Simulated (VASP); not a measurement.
# Pr in VASP: single point with PBE

Aim: the single point of Pr with PBE.

All numbers are computed with VASP 6.6.1; they aren't measurements. Logs are shortened: lines on timing, memory, paths and dates and some standing lists are left out, and cuts for length are marked.

## Step 1: The cell of the first run

The cell holds a cluster in a box, 1 atom: a = 9.130 Å, b = 9.130 Å, c = 9.130 Å, α = 90.00°, β = 90.00°, γ = 90.00°.

## Step 2: Single point, PBE

Input file INCAR:

```
SYSTEM = Pr
PREC     = Accurate       ! precision mode
ENCUT    = 520            ! plane-wave cutoff, eV
EDIFF    = 1E-6           ! SCF threshold, eV
ISMEAR   = -1             ! smearing method
SIGMA    = 0.1            ! smearing width, eV
LREAL    = .False.        ! projectors in reciprocal space
LASPH    = .True.         ! aspherical terms in the spheres
NELM     = 200            ! most SCF steps
ALGO     = Normal         ! electronic algorithm
ISIF     = 2              ! what is computed and relaxed
LWAVE    = .False.        ! write WAVECAR
LCHARG   = .False.        ! write CHGCAR
GGA      = PE             ! functional
NBANDS   = 12             ! bands
GGA_COMPAT= .False.      
LMAXMIX  = 6              ! l up to which the mixer works
```

Input file KPOINTS:

```
regular mesh
0
Gamma
  1 1 1
  0 0 0
```

Input file POSCAR:

```
Pr
1.0
    9.1300000000      0.0000000000      0.0000000000
    0.0000000000      9.1300000000      0.0000000000
    0.0000000000      0.0000000000      9.1300000000
Pr
1
Direct
    0.5100000000      0.5200000000      0.4900000000
```

Potentials or basis: VASP PAW PBE potentials, release 64 (Pr).

On the command line:

```bash
cat potpaw_PBE.64/Pr/POTCAR > POTCAR
mpirun -np 1 vasp_gam > vasp.out
```

OUTCAR:

```text
SYSTEM = Pr
   PREC = Accurate
   ENCUT = 520
   EDIFF = 1E-6
   ISMEAR = -1
   LREAL = .False.
   LASPH = .True.
   NELM = 200
   ISIF = 2
   GGA = PE

 ion  position               nearest neighbor table
   1  0.510  0.520  0.490-

  LATTYP: Found a simple cubic cell.
 ALAT       =     9.1300000000

  Lattice vectors:

 A1 = (   9.1300000000,   0.0000000000,   0.0000000000)
 A2 = (   0.0000000000,   9.1300000000,   0.0000000000)
 A3 = (   0.0000000000,   0.0000000000,   9.1300000000)

Analysis of symmetry for initial positions (statically):
=====================================================================
 Subroutine PRICEL returns:
 Original cell was already a primitive cell.

 Routine SETGRP: Setting up the symmetry group for a
 simple cubic supercell.

 Subroutine GETGRP returns: Found 48 space group operations
 (whereof  2 operations were pure point group operations)
 out of a pool of 48 trial point group operations.

The static configuration has the point symmetry C_1h.
 The point group associated with its full space group is O_h .

Analysis of symmetry for dynamics (positions and initial velocities):
=====================================================================
 Subroutine PRICEL returns:
 Original cell was already a primitive cell.

 Routine SETGRP: Setting up the symmetry group for a
 simple cubic supercell.

 Subroutine GETGRP returns: Found 48 space group operations
 (whereof  2 operations were pure point group operations)
 out of a pool of 48 trial point group operations.

The dynamic configuration has the point symmetry C_1h.
 The point group associated with its full space group is O_h .

 Subroutine INISYM returns: Found 48 space group operations
 (whereof  2 operations are pure point group operations),
 and found     1 'primitive' translations

----------------------------------------------------------------------------------------

                                     Primitive cell

  volume of cell :     761.0485

  direct lattice vectors                    reciprocal lattice vectors
     9.130000000  0.000000000  0.000000000     0.109529025  0.000000000  0.000000000
     0.000000000  9.130000000  0.000000000     0.000000000  0.109529025  0.000000000
     0.000000000  0.000000000  9.130000000     0.000000000  0.000000000  0.109529025

  length of vectors
[... 52 lines left out ...]
   LSORBIT =      F    spin-orbit coupling
   LASPH  =      T    aspherical Exc in radial PAW
   ENCUT  =  520.0 eV  38.22 Ry    6.18 a.u.  16.98 16.98 16.98*2*pi/ulx,y,z
   NELM   =    200;   NELMIN=  2; NELMDL= -5     # of ELM steps
   EDIFF  = 0.1E-05   stopping-criterion for ELM
   LREAL  =      F    real-space projection
   EDIFFG = 0.1E-04   stopping-criterion for IOM
   NSW    =      0    number of steps for IOM
   IBRION =     -1    ionic relax: 0-MD 1-quasi-New 2-CG
   NFREE  =      0    steps in history (QN), initial steepest desc. (CG)
   ISIF   =      2    stress and relaxation
   ISYM   =      2    0-nonsym 1-usesym 2-fastsym
   POTIM  = 0.5000    time-step for ionic-motion
   TEBEG  =    0.0;   TEEND  =   0.0 temperature during run
   PSTRESS=    0.0 pullay stress
   NELECT =      13.0000    total number of electrons
   NUPDOWN=      -1.0000    fix difference up-down
   EMIN   =  10.00;   EMAX   =-10.00  energy-range for DOS
   EFERMI =   0.00;   METHOD = LEGACY
   ISMEAR =    -1;   SIGMA  =   0.10  broadening in eV -4-tet -1-fermi 0-gaus
   EFERMI_NEDOS =   21; number of points for ismear=-14 and -15
   IALGO  =     38    algorithm
   IMIX   =      4    mixing-type and parameters
     AMIX     =   0.40;   BMIX     =  1.00
     AMIX_MAG =   1.60;   BMIX_MAG =  1.00
  volume/ion in A,a.u.               =     761.05      5135.81
  Fermi-wavevector in a.u.,A,eV,Ry     =   0.421617  0.796741  2.418588  0.177761
  Thomas-Fermi vector in A             =   1.384564
   LORBIT       =      0    0 simple, 1 ext, 2 COOP (PROOUT), +10 PAW based schemes
   GGA     = PE    functional components
   LHFCALC =     F    Hartree Fock is set to
   AEXX    =    0.0000 exact exchange contribution
   IVDW    =     0    specifies the selected vdW correction
   LEPSILON=     F    determine dielectric tensor
   LRPA    =     F    only Hartree local field effects (RPA)
 non-spin polarized calculation
  energy-cutoff  :      520.00
  volume of cell :      761.05
 maximum number of plane-waves:     10189
 NGX is ok and might be reduce to    70
   NGX = 33   NGY = 33   NGZ = 33

 number of electron      13.0000001 magnetization

 Free energy of the ion-electron system (eV)
  ---------------------------------------------------
  ext. energy  EPLUGINS =         0.00000000
  ---------------------------------------------------
  free energy    TOTEN  =        -1.04495831 eV

  energy without entropy =       -0.34356959  energy(sigma->0) =       -0.69426395

 E-fermi :  -2.0634     XC(G=0):  -1.9908

 val. band max:       -3.1197791013   @ k =   0.0000   0.0000   0.0000
 cond. band min:      -1.9994737271   @ k =   0.0000   0.0000   0.0000
 fundamental gap:      1.1203053741
 Fermi energy:        -2.0634341752

 k-point     1 :       0.0000    0.0000    0.0000
  band No.  band energies     occupation
      1     -39.3873      2.00000
      2     -21.6865      2.00000
      3     -21.6865      2.00000
      4     -21.6865      2.00000
      5      -3.1198      1.99995
      6      -1.9995      0.69067
      7      -1.9562      0.50982
      8      -1.9562      0.50979
      9      -1.9561      0.50971
     10      -1.8742      0.26186
     11      -1.8729      0.25912
     12      -1.8729      0.25908

------------------------ aborting loop because EDIFF is reached ----------------------------------------

  FORCE on cell =-STRESS in cart. coord.  units (eV):
  Direction    XX          YY          ZZ          XY          YZ          ZX
  --------------------------------------------------------------------------------------
  -------------------------------------------------------------------------------------
  Total       -0.5856303     -0.5856303     -0.5856303     -0.0000000     -0.0000000      0.0000000
  in kB       -1.2328828     -1.2328828     -1.2328828     -0.0000000     -0.0000000      0.0000000
  external PRESSURE =      -1.2328828 kB  Pullay stress =       0.0000000 kB

 VOLUME and BASIS-vectors are now :
 -----------------------------------------------------------------------------
  energy-cutoff  :      520.00
  volume of cell :      761.05
      direct lattice vectors                 reciprocal lattice vectors
     9.130000000  0.000000000  0.000000000     0.109529025  0.000000000  0.000000000
     0.000000000  9.130000000  0.000000000     0.000000000  0.109529025  0.000000000
     0.000000000  0.000000000  9.130000000     0.000000000  0.000000000  0.109529025

 POSITION                                       TOTAL-FORCE (eV/Angst)
 -----------------------------------------------------------------------------------
      4.65630      4.74760      4.47370         0.000000      0.000000      0.000000
 -----------------------------------------------------------------------------------
    total drift:                               -0.000009     -0.000003      0.000009

  FREE ENERGIE OF THE ION-ELECTRON SYSTEM (eV)
  ---------------------------------------------------
  free  energy   TOTEN  =        -1.0449583144 eV

  energy  without entropy=       -0.3435695936  energy(sigma->0) =       -0.69426395
```

Wall time 4.4 min (1 thread of Intel Xeon Platinum 8375C at 2.90GHz (Ice Lake), shared host); peak memory 0.65 GiB.

What came out:

| Property | Result |
| --- | --- |
| Free energy | -1.0450 eV |
| Gap between the frontier levels | zero (an odd number of electrons rules out a gap without spin polarisation) |

Caveat: spin-orbit coupling is left out, which moves the levels of the heavy elements; semilocal functionals describe open f shells poorly, which spoils levels, moments and volumes. Spin polarisation is off, so any magnetic state and its effect on volume and gap are missing.
